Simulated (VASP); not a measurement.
Al2Ru:

```
Al Ru
1.0
     4.44301    0.00000    0.00000
     0.00000    4.44301    0.00000
     0.00000    0.00000    4.44301
Al Ru
4 2
Direct
  0.25000 0.25000 0.25000
  0.25000 0.75000 0.75000
  0.75000 0.75000 0.25000
  0.75000 0.25000 0.75000
  0.00000 0.00000 0.00000
  0.50000 0.50000 0.50000
```

- Program: VASP 6.6.1
- Task: relaxation of cell and atoms
- Functional: r2SCAN
- Potentials or basis: VASP PAW PBE potentials, release 64 (Al, Ru_pv)
- Cutoff: 600 eV
- k mesh: 4 × 4 × 4
- Occupations: gaussian, width 0.1 eV
- Spin: no spin polarisation

At the start: pressure 93.0 GPa; volume 14.62 Å³/atom.

Question: Where does the relaxation end?

Answer: Over 4 steps the energy falls by 1983.9 meV/atom and the volume is 25.25 Å³/atom (+72.8 %); space group Pn-3m (No. 224, to 0.05 Å).

Step by step:
| step | energy change (eV) | largest force (eV/Å) | pressure (GPa) | volume (Å³) |
| --- | --- | --- | --- | --- |
| 1 | 0.0000 | 0.0000 | 92.99 | 87.71 |
| 2 | -6.9553 | 0.0000 | -10.76 | 245.49 |
| 3 | -11.8988 | 0.0000 | -0.81 | 153.08 |
| 4 | -11.9037 | 0.0000 | -0.19 | 151.52 |

Final structure:
```
Al Ru
1.0
     5.33123    0.00000    0.00000
     0.00000    5.33123    0.00000
     0.00000    0.00000    5.33123
Al Ru
4 2
Direct
  0.25000 0.25000 0.25000
  0.25000 0.75000 0.75000
  0.75000 0.75000 0.25000
  0.75000 0.25000 0.75000
  0.00000 0.00000 0.00000
  0.50000 0.50000 0.50000
```

Caveat: the volume moved by over 15 % at a fixed basis, so the end points are rough; the PAW data sets were made with another functional, which shifts forces and pressure a little.
